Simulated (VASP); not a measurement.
**Al12Si: relaxation of the atoms with PBE**

System: Al12Si, a slab with vacuum.

```
CELL_PARAMETERS angstrom
5.71430 0.00000 0.00000
0.00000 5.71430 0.00000
0.00000 0.00000 19.67502
ATOMIC_POSITIONS crystal
Al 0.25000 0.25000 0.20330
Al 0.25000 0.75000 0.20330
Al 0.75000 0.25000 0.20330
Al 0.75000 0.75000 0.20330
Al 0.00000 0.00000 0.30928
Al 0.00000 0.50000 0.30928
Al 0.50000 0.00000 0.30928
Al 0.50000 0.50000 0.30928
Al 0.25000 0.25000 0.41550
Al 0.25000 0.75000 0.41550
Al 0.75000 0.25000 0.41550
Al 0.75000 0.75000 0.41550
Si 0.25000 0.50000 0.50971
```

* Program: VASP 6.6.1
* Task: relaxation of the atoms
* Functional: PBE
* Potentials or basis: VASP PAW PBE potentials, release 64 (Al, Si)
* Cutoff: 520 eV
* k mesh: 5 × 5 × 1
* Occupations: gaussian, width 0.1 eV
* Spin: no spin polarisation
* Dipole correction: yes
* Atoms held fixed (from 0): [0, 1, 2, 3, 4, 5, 6, 7, 8, 9, 10, 11]
* Further INCAR settings: ALGO = Fast; EDIFF = 1e-06; IBRION = 2; EDIFFG = -0.025; NSW = 36
* Atoms held along some axes (from 0): atom 12 along a and b

| Quantity | Value |
| --- | --- |
| Energy gained by relaxing | 8.9 meV/atom |
| Ionic steps | 4 |
| Band gap on the k mesh | zero (bands 20 and 21 overlap by 0.87 eV) |

The path:
| step | energy change (eV) | largest force on free atoms (eV/Å) | pressure (GPa) |
| --- | --- | --- | --- |
| 1 | 0.0000 | 1.5314 | -1.03 |
| 2 | -0.0838 | 0.7596 | -1.22 |
| 3 | -0.1154 | 0.0291 | -1.41 |
| 4 | -0.1154 | 0.0019 | -1.41 |

Final structure:
```
Al Si
1.0
     5.71430    0.00000    0.00000
     0.00000    5.71430    0.00000
     0.00000    0.00000   19.67502
Al Si
12 1
Cartesian
  1.4286 1.4286 4.0000
  1.4286 4.2857 4.0000
  4.2857 1.4286 4.0000
  4.2857 4.2857 4.0000
  0.0000 0.0000 6.0850
  0.0000 2.8572 6.0850
  2.8572 0.0000 6.0850
  2.8572 2.8572 6.0850
  1.4286 1.4286 8.1750
  1.4286 4.2857 8.1750
  4.2857 1.4286 8.1750
  4.2857 4.2857 8.1750
  1.4286 2.8572 10.1886
```

Levels at points of the mesh, in eV from the Fermi level:
| k point | band 16 | band 17 | band 18 | band 19 | band 20 | band 21 | band 22 | band 23 | band 24 | band 25 |
| --- | --- | --- | --- | --- | --- | --- | --- | --- | --- | --- |
| (0.00, 0.00, 0.00) | -1.52 | -1.15 | -0.83 | -0.81 | -0.41 | -0.41 | -0.10 | -0.10 | 0.34 | 1.06 |

It took 19 min on 1 thread of Oxide Virtual Turin-like Processor (shared host), peak memory 0.65 GiB.
